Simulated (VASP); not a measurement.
# Cs (Fm-3m) in VASP: notebook

Cs is run at these levels: PBE, PBEsol, LDA, HSE06; tasks: single point.

All numbers are computed with VASP 6.6.1; they aren't measurements. Logs are shortened: lines on timing, memory, paths and dates and some standing lists are left out, and cuts for length are marked.

## (1) The cell of the first run

Symmetry: Fm-3m, No. 225, cubic system. The conventional cell has a = 8.001 Å, b = 8.001 Å, c = 8.001 Å, α = 90.00°, β = 90.00°, γ = 90.00°.

This isn't the form of Cs at room conditions, which is bcc.

## (2) Single point, PBE

Contents of INCAR:

```
SYSTEM = Cs
ALGO = Normal
EDIFF = 1E-6
ENCUT = 500
GGA = PE
GGA_COMPAT = .FALSE.
ISIF = 2
ISMEAR = -1
LASPH = .TRUE.
LCHARG = .FALSE.
LREAL = .FALSE.
LWAVE = .FALSE.
NBANDS = 10
NELM = 120
PREC = Accurate
SIGMA = 0.05
```

Contents of KPOINTS:

```
k-points
0
G
  6 6 6
  0 0 0
```

Contents of POSCAR:

```
Cs
1.0
    0.0000000000      4.0002934844      4.0002934844
    4.0002934844      0.0000000000      4.0002934844
    4.0002934844      4.0002934844      0.0000000000
Cs
1
Direct
    0.0000000000      0.0000000000      0.0000000000
```

Potentials or basis: VASP PAW PBE potentials, release 64 (Cs_sv).

Command:

```console
> cat potpaw_PBE.64/Cs_sv/POTCAR > POTCAR
> mpirun -np 1 vasp_std > vasp.out
```

OUTCAR:

```text
SYSTEM = Cs
   EDIFF = 1E-6
   ENCUT = 500
   GGA = PE
   ISIF = 2
   ISMEAR = -1
   LASPH = .TRUE.
   LREAL = .FALSE.
   NELM = 120
   PREC = Accurate

 ion  position               nearest neighbor table
   1  0.000  0.000  0.000-

  LATTYP: Found a face centered cubic cell.
 ALAT       =     8.0005869688

  Lattice vectors:

 A1 = (   0.0000000000,   4.0002934844,   4.0002934844)
 A2 = (   4.0002934844,   0.0000000000,   4.0002934844)
 A3 = (   4.0002934844,   4.0002934844,   0.0000000000)

Analysis of symmetry for initial positions (statically):
=====================================================================
 Subroutine PRICEL returns:
 Original cell was already a primitive cell.

 Routine SETGRP: Setting up the symmetry group for a
 face centered cubic supercell.

 Subroutine GETGRP returns: Found 48 space group operations
 (whereof 48 operations were pure point group operations)
 out of a pool of 48 trial point group operations.

The static configuration has the point symmetry O_h .

Analysis of symmetry for dynamics (positions and initial velocities):
=====================================================================
 Subroutine PRICEL returns:
 Original cell was already a primitive cell.

 Routine SETGRP: Setting up the symmetry group for a
 face centered cubic supercell.

 Subroutine GETGRP returns: Found 48 space group operations
 (whereof 48 operations were pure point group operations)
 out of a pool of 48 trial point group operations.

The dynamic configuration has the point symmetry O_h .

 Subroutine INISYM returns: Found 48 space group operations
 (whereof 48 operations are pure point group operations),
 and found     1 'primitive' translations

----------------------------------------------------------------------------------------

                                     Primitive cell

  volume of cell :     128.0282

  direct lattice vectors                    reciprocal lattice vectors
     0.000000000  4.000293484  4.000293484    -0.124990829  0.124990829  0.124990829
     4.000293484  0.000000000  4.000293484     0.124990829 -0.124990829  0.124990829
     4.000293484  4.000293484  0.000000000     0.124990829  0.124990829 -0.124990829

  length of vectors
     5.657269299  5.657269299  5.657269299     0.216490467  0.216490467  0.216490467

  position of ions in fractional coordinates (direct lattice)
     0.000000000  0.000000000  0.000000000

  ion indices of the primitive-cell ions
   primitive index   ion index
                 1           1

----------------------------------------------------------------------------------------

 KPOINTS: k-points

Automatic generation of k-mesh.
 Grid dimensions read from file:
 generate k-points for:    6    6    6

 Generating k-lattice:

  Cartesian coordinates                     Fractional coordinates (reciprocal lattice)
    -0.020831805  0.020831805  0.020831805     0.166666667  0.000000000  0.000000000
     0.020831805 -0.020831805  0.020831805     0.000000000  0.166666667  0.000000000
     0.020831805  0.020831805 -0.020831805     0.000000000  0.000000000  0.166666667

  Length of vectors
     0.036081744  0.036081744  0.036081744

  Shift w.r.t. Gamma in fractional coordinates (k-lattice)
     0.000000000  0.000000000  0.000000000

 Subroutine IBZKPT returns following result:
 ===========================================

 Found     16 irreducible k-points:

 Following reciprocal coordinates:
            Coordinates               Weight
  0.000000  0.000000  0.000000      1.000000
  0.166667  0.000000  0.000000      8.000000
  0.333333  0.000000  0.000000      8.000000
  0.500000  0.000000  0.000000      4.000000
  0.166667  0.166667  0.000000      6.000000
  0.333333  0.166667  0.000000     24.000000
[... 8 lines left out ...]
 -0.333333  0.333333  0.166667     24.000000
 -0.333333  0.500000  0.166667     12.000000
   k-points           NKPTS =     16   k-points in BZ     NKDIM =     16   number of bands    NBANDS=     10
   number of dos      NEDOS =    301   number of ions     NIONS =      1
   total plane-waves  NPLWV =  74088
   dimension x,y,z NGX =    42 NGY =   42 NGZ =   42
   dimension x,y,z NGXF=    84 NGYF=   84 NGZF=   84
   ions per type =               1
   NGX,Y,Z   is equivalent  to a cutoff of  12.34, 12.34, 12.34 a.u.
   NGXF,Y,Z  is equivalent  to a cutoff of  24.68, 24.68, 24.68 a.u.
 SYSTEM =  Cs
   PREC   = accura    normal or accurate (medium, high low for compatibility)
   ISTART =      0    job   : 0-new  1-cont  2-samecut
   ICHARG =      2    charge: 1-file 2-atom 10-const
   ISPIN  =      1    spin polarized calculation?
   LNONCOLLINEAR =      F non collinear calculations
   LSORBIT =      F    spin-orbit coupling
   LASPH  =      T    aspherical Exc in radial PAW
   ENCUT  =  500.0 eV  36.75 Ry    6.06 a.u.  10.31 10.31 10.31*2*pi/ulx,y,z
   NELM   =    120;   NELMIN=  2; NELMDL= -5     # of ELM steps
   EDIFF  = 0.1E-05   stopping-criterion for ELM
   LREAL  =      F    real-space projection
   EDIFFG = 0.1E-04   stopping-criterion for IOM
   NSW    =      0    number of steps for IOM
   IBRION =     -1    ionic relax: 0-MD 1-quasi-New 2-CG
   NFREE  =      0    steps in history (QN), initial steepest desc. (CG)
   ISIF   =      2    stress and relaxation
   ISYM   =      2    0-nonsym 1-usesym 2-fastsym
   POTIM  = 0.5000    time-step for ionic-motion
   TEBEG  =    0.0;   TEEND  =   0.0 temperature during run
   PSTRESS=    0.0 pullay stress
   NELECT =       9.0000    total number of electrons
   NUPDOWN=      -1.0000    fix difference up-down
   EMIN   =  10.00;   EMAX   =-10.00  energy-range for DOS
   EFERMI =   0.00;   METHOD = LEGACY
   ISMEAR =    -1;   SIGMA  =   0.05  broadening in eV -4-tet -1-fermi 0-gaus
   EFERMI_NEDOS =   21; number of points for ismear=-14 and -15
   IALGO  =     38    algorithm
   IMIX   =      4    mixing-type and parameters
     AMIX     =   0.40;   BMIX     =  1.00
     AMIX_MAG =   1.60;   BMIX_MAG =  1.00
  volume/ion in A,a.u.               =     128.03       863.98
  Fermi-wavevector in a.u.,A,eV,Ry     =   0.675648  1.276790  6.211062  0.456500
  Thomas-Fermi vector in A             =   1.752726
   LORBIT       =      0    0 simple, 1 ext, 2 COOP (PROOUT), +10 PAW based schemes
   GGA     = PE    functional components
   LHFCALC =     F    Hartree Fock is set to
   AEXX    =    0.0000 exact exchange contribution
   IVDW    =     0    specifies the selected vdW correction
   LEPSILON=     F    determine dielectric tensor
   LRPA    =     F    only Hartree local field effects (RPA)
 non-spin polarized calculation
  energy-cutoff  :      500.00
  volume of cell :      128.03
 maximum number of plane-waves:      3287
 NGX is ok and might be reduce to    42
   NGX = 21   NGY = 21   NGZ = 21

 number of electron       9.0000001 magnetization

 Free energy of the ion-electron system (eV)
  ---------------------------------------------------
  ext. energy  EPLUGINS =         0.00000000
  ---------------------------------------------------
  free energy    TOTEN  =        -0.84293092 eV

  energy without entropy =       -0.82910669  energy(sigma->0) =       -0.83601881

 E-fermi :   0.1741     XC(G=0):  -5.1450

 val. band max:        0.1275708897   @ k =   0.5000   0.3333   0.1667
 cond. band min:       0.1985452248   @ k =   0.5000   0.0000   0.0000
 fundamental gap:      0.0709743351
 Fermi energy:         0.1741220877

 k-point     1 :       0.0000    0.0000    0.0000
  band No.  band energies     occupation
      1     -23.7174      2.00000
      2     -10.4750      2.00000
      3     -10.4750      2.00000
      4     -10.4750      2.00000
      5      -1.3709      2.00000
      6       2.5860      0.00000
      7       2.5860      0.00000
      8       2.5860      0.00000
      9       3.5703      0.00000
     10       3.5703      0.00000

 k-point     2 :       0.1667    0.0000    0.0000
  band No.  band energies     occupation
      1     -23.7165      2.00000
      2     -10.4987      2.00000
      3     -10.4783      2.00000
      4     -10.4783      2.00000
      5      -1.1145      2.00000
      6       2.1475      0.00000
      7       2.6749      0.00000
      8       2.6749      0.00000
      9       3.4235      0.00000
     10       3.4235      0.00000

 k-point     3 :       0.3333    0.0000    0.0000
  band No.  band energies     occupation
      1     -23.7147      2.00000
      2     -10.5450      2.00000
      3     -10.4848      2.00000
      4     -10.4848      2.00000
      5      -0.4359      1.99999
      6       1.4342      0.00000
      7       2.5713      0.00000
      8       2.5713      0.00000
      9       3.7553      0.00000
     10       3.7553      0.00000

 k-point     4 :       0.5000    0.0000    0.0000
  band No.  band energies     occupation
      1     -23.7138      2.00000
      2     -10.5677      2.00000
      3     -10.4880      2.00000
      4     -10.4880      2.00000
      5       0.1985      0.76051
      6       0.8746      0.00000
      7       2.4568      0.00000
      8       2.4568      0.00000
      9       4.2815      0.00000
     10       4.3295      0.00000

 k-point     5 :       0.1667    0.1667    0.0000
  band No.  band energies     occupation
      1     -23.7162      2.00000
      2     -10.4979      2.00000
      3     -10.4836      2.00000
      4     -10.4836      2.00000
      5      -1.0298      2.00000
      6       2.0975      0.00000
      7       2.7374      0.00000
      8       2.7374      0.00000
      9       2.8678      0.00000
     10       3.7187      0.00000

 k-point     6 :       0.3333    0.1667    0.0000
  band No.  band energies     occupation
      1     -23.7147      2.00000
      2     -10.5319      2.00000
      3     -10.4914      2.00000
      4     -10.4911      2.00000
      5      -0.4878      2.00000
      6       1.6331      0.00000
      7       2.2587      0.00000
      8       2.7947      0.00000
      9       3.2235      0.00000
     10       3.9705      0.00000

 k-point     7 :       0.5000    0.1667    0.0000
  band No.  band energies     occupation
      1     -23.7135      2.00000
      2     -10.5583      2.00000
      3     -10.5017      2.00000
      4     -10.4933      2.00000
      5       0.2995      0.15066
      6       1.0086      0.00000
      7       2.0499      0.00000
      8       2.6619      0.00000
      9       3.7112      0.00000
     10       4.3170      0.00000

 k-point     8 :      -0.3333    0.1667    0.0000
  band No.  band energies     occupation
      1     -23.7138      2.00000
      2     -10.5511      2.00000
      3     -10.5047      2.00000
      4     -10.4880      2.00000
      5       0.0425      1.86579
      6       1.2576      0.00000
      7       2.0167      0.00000
      8       2.6836      0.00000
      9       3.6329      0.00000
     10       4.1837      0.00000

 k-point     9 :      -0.1667    0.1667    0.0000
  band No.  band energies     occupation
      1     -23.7153      2.00000
      2     -10.5210      2.00000
      3     -10.4934      2.00000
      4     -10.4805      2.00000
      5      -0.7119      2.00000
      6       1.8229      0.00000
      7       2.3371      0.00000
      8       2.9645      0.00000
      9       2.9692      0.00000
     10       3.8436      0.00000

 k-point    10 :       0.3333    0.3333    0.0000
  band No.  band energies     occupation
      1     -23.7139      2.00000
      2     -10.5416      2.00000
      3     -10.5007      2.00000
      4     -10.5007      2.00000
      5      -0.1487      1.99687
      6       1.5095      0.00000
      7       1.8847      0.00000
      8       3.2357      0.00000
      9       3.2357      0.00000
     10       4.0727      0.00000

 k-point    11 :       0.5000    0.3333    0.0000
  band No.  band energies     occupation
      1     -23.7130      2.00000
      2     -10.5531      2.00000
      3     -10.5149      2.00000
      4     -10.5039      2.00000
      5       0.4631      0.00617
      6       1.2838      0.00000
      7       1.5811      0.00000
      8       3.2381      0.00000
      9       3.3119      0.00000
     10       4.3841      0.00000

 k-point    12 :      -0.3333    0.3333    0.0000
  band No.  band energies     occupation
      1     -23.7129      2.00000
      2     -10.5377      2.00000
      3     -10.5372      2.00000
      4     -10.4976      2.00000
      5       0.7839      0.00001
      6       1.1422      0.00000
      7       1.4180      0.00000
      8       2.9646      0.00000
      9       3.2083      0.00000
     10       3.8987      0.00000

 k-point    13 :       0.5000    0.5000    0.0000
  band No.  band energies     occupation
      1     -23.7127      2.00000
      2     -10.5624      2.00000
      3     -10.5092      2.00000
      4     -10.5092      2.00000
      5       0.5355      0.00145
      6       1.2932      0.00000
      7       1.4786      0.00000
      8       3.9122      0.00000
      9       3.9122      0.00000
     10       4.0729      0.00000

 k-point    14 :       0.5000    0.3333    0.1667
  band No.  band energies     occupation
      1     -23.7135      2.00000
      2     -10.5442      2.00000
      3     -10.5129      2.00000
      4     -10.4960      2.00000
      5       0.1276      1.43457
      6       1.4624      0.00000
      7       1.6908      0.00000
      8       2.8496      0.00000
      9       3.4577      0.00000
     10       4.2056      0.00000

 k-point    15 :      -0.3333    0.3333    0.1667
  band No.  band energies     occupation
      1     -23.7130      2.00000
      2     -10.5471      2.00000
      3     -10.5241      2.00000
      4     -10.5013      2.00000
      5       0.8917      0.00000
      6       0.9248      0.00000
      7       1.6086      0.00000
      8       2.5757      0.00000
      9       3.5715      0.00000
     10       4.3200      0.00000

 k-point    16 :      -0.3333    0.5000    0.1667
  band No.  band energies     occupation
      1     -23.7127      2.00000
      2     -10.5492      2.00000
      3     -10.5226      2.00000
      4     -10.5098      2.00000
      5       0.8311      0.00000
      6       1.3189      0.00000
      7       1.4113      0.00000
      8       2.4422      0.00000
      9       4.1541      0.00000
     10       4.2294      0.00000

------------------------ aborting loop because EDIFF is reached ----------------------------------------

  FORCE on cell =-STRESS in cart. coord.  units (eV):
  Direction    XX          YY          ZZ          XY          YZ          ZX
  --------------------------------------------------------------------------------------
  -------------------------------------------------------------------------------------
  Total       -0.1080739     -0.1080739     -0.1080739     -0.0000000     -0.0000000     -0.0000000
  in kB       -1.3524638     -1.3524638     -1.3524638     -0.0000000     -0.0000000     -0.0000000
  external PRESSURE =      -1.3524638 kB  Pullay stress =       0.0000000 kB

 VOLUME and BASIS-vectors are now :
 -----------------------------------------------------------------------------
  energy-cutoff  :      500.00
  volume of cell :      128.03
      direct lattice vectors                 reciprocal lattice vectors
     0.000000000  4.000293484  4.000293484    -0.124990829  0.124990829  0.124990829
     4.000293484  0.000000000  4.000293484     0.124990829 -0.124990829  0.124990829
     4.000293484  4.000293484  0.000000000     0.124990829  0.124990829 -0.124990829

 POSITION                                       TOTAL-FORCE (eV/Angst)
 -----------------------------------------------------------------------------------
      0.00000      0.00000      0.00000        -0.000000     -0.000000     -0.000000
 -----------------------------------------------------------------------------------
    total drift:                               -0.000000     -0.000000     -0.000000

  FREE ENERGIE OF THE ION-ELECTRON SYSTEM (eV)
  ---------------------------------------------------
  free  energy   TOTEN  =        -0.8429309235 eV

  energy  without entropy=       -0.8291066936  energy(sigma->0) =       -0.83601881
```

It took 12 s on 1 thread of Intel Xeon 6975P-C (Granite Rapids), shared host; peak memory 0.24 GiB.

What came out:

| Property | Result |
| --- | --- |
| Free energy | -0.8429 eV |
| Pressure | -0.1 GPa |
| Band gap on the k mesh | zero (an odd number of electrons rules out a gap without spin polarisation) |

Levels at points of the mesh, in eV from the Fermi level:
| k point | band 2 | band 3 | band 4 | band 5 | band 6 | band 7 | band 8 | band 9 |
| --- | --- | --- | --- | --- | --- | --- | --- | --- |
| (0.00, 0.00, 0.00) | -10.65 | -10.65 | -10.65 | -1.55 | 2.41 | 2.41 | 2.41 | 3.40 |
| (0.50, 0.00, 0.00) | -10.74 | -10.66 | -10.66 | 0.02 | 0.70 | 2.28 | 2.28 | 4.11 |
| (0.50, 0.50, 0.00) | -10.74 | -10.68 | -10.68 | 0.36 | 1.12 | 1.30 | 3.74 | 3.74 |

Caveat: spin-orbit coupling is left out, which moves the levels of the heavy elements.

## (3) Single point, PBEsol, non-collinear spin, zero start, spin-orbit coupling

This run uses another cell than the first one, of 123.10 Å³/atom.

Contents of INCAR:

```
SYSTEM = Cs
ALGO = Fast
EDIFF = 1E-6
ENCUT = 520
GGA = PS
GGA_COMPAT = .FALSE.
ISIF = 2
ISMEAR = -1
LASPH = .TRUE.
LCHARG = .FALSE.
LORBIT = 11
LORBMOM = .TRUE.
LREAL = .FALSE.
LSORBIT = .TRUE.
LWAVE = .FALSE.
MAGMOM = 0 0 0
NBANDS = 20
NELM = 150
PREC = Accurate
SIGMA = 0.05
```

KPOINTS is that of step 2.

Contents of POSCAR:

```
Cs
1.0
    0.0000000000      3.9483357400      3.9483357400
    3.9483357400      0.0000000000      3.9483357400
    3.9483357400      3.9483357400      0.0000000000
Cs
1
Direct
    0.0000000000      0.0000000000      0.0000000000
```

Potentials or basis: VASP PAW PBE potentials, release 64 (Cs_sv).

Command:

```console
> cat potpaw_PBE.64/Cs_sv/POTCAR > POTCAR
> mpirun -np 1 vasp_ncl > vasp.out
```

Wall time 2 min (1 thread of AMD EPYC 7R43 (Zen 3), shared host); peak memory 0.47 GiB.

Results (log left out):

- Free energy: -1.0923 eV
- Pressure: -0.2 GPa
- Net moment: 0.00 μB per cell
- Valence electrons inside the program's atomic spheres: Cs 6.55

Moments on the atoms (μB; x, y, z):
```
Cs  0.00 0.00 0.00
```

Caveat: the PAW data sets were made with another functional, which shifts forces and pressure a little.

[end of part 1 of 2]
